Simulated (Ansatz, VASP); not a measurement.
# InP: VASP beside Ansatz

```
CELL_PARAMETERS angstrom
0.00000 2.93414 2.60082
2.93414 0.00000 2.60082
2.93414 2.93414 0.00000
ATOMIC_POSITIONS crystal
In 0.00000 0.00000 0.00000
P 0.50000 0.50000 0.50000
```

Alike in both runs: task single point; functional PBE; k mesh 20 × 20 × 20; occupations gaussian, width 0.15 eV; no spin polarisation.

|  | VASP | Ansatz |
| --- | --- | --- |
| version | VASP 6.6.1 | Ansatz 0.2.0 |
| potentials or method | VASP PAW PBE potentials, release 64 (In_d, P), cutoff 520 eV | scalar-relativistic, plane waves, PAW |
| valence electrons in the cell | 18 | 18 |

```csv
,VASP,Ansatz,Ansatz less VASP
gap on the k mesh at the Fermi level (eV),none,none,-
pressure (GPa),-1.4,-1.4,+0.05
"traceless stress, the component that is largest in VASP (GPa)",8.49,8.53,+0.042
```

A gap of «none» marks a metal or a gap that the smearing closes. The functional is the same, so the differences come from potentials, cutoffs and numerics.
